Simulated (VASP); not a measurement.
Sb, 1 atom in the cell. Symmetry: I4/mmm, No. 139, tetragonal system. The conventional cell has a = 3.153 Å, b = 3.153 Å, c = 5.424 Å, α = 90.00°, β = 90.00°, γ = 90.00°. Sb (site symmetry 4/mmm) has 12 Sb at 3.15 to 3.51 Å within 4.1 Å. 

| Quantity | Value |
| --- | --- |
| Program | VASP 6.6.1 |
| Task | single point |
| Functional | LDA |
| Potentials or basis | VASP PAW LDA potentials, release 64 (Sb) |
| Cutoff | 520 eV |
| k mesh | 9 × 9 × 9 |
| Occupations | fermi-dirac, width 0.05 eV |
| Spin | non-collinear spin, zero start, spin-orbit coupling |
| Starting moments | [[0.0, 0.0, 0.0]] μB |
| Dipole correction | no |
| Further INCAR settings | ALGO = Normal; EDIFF = 1e-06; NBANDS = 16 |

Potentials or basis: VASP PAW LDA potentials, release 64 (Sb).

The run is started by

```sh
$ cat potpaw_LDA.64/Sb/POTCAR > POTCAR
$ mpirun -np 1 vasp_ncl > vasp.out
```

Hardware: 1 thread of Intel(R) Xeon(R) Platinum 8375C CPU @ 2.90GHz (Ice Lake), on a shared host.

Task: How long does it take, and how much memory?

Result: It took 54 s on 1 thread of Intel(R) Xeon(R) Platinum 8375C CPU @ 2.90GHz (Ice Lake) (shared host), peak memory 0.22 GiB. Counts: scf iterations 10, k points 75.
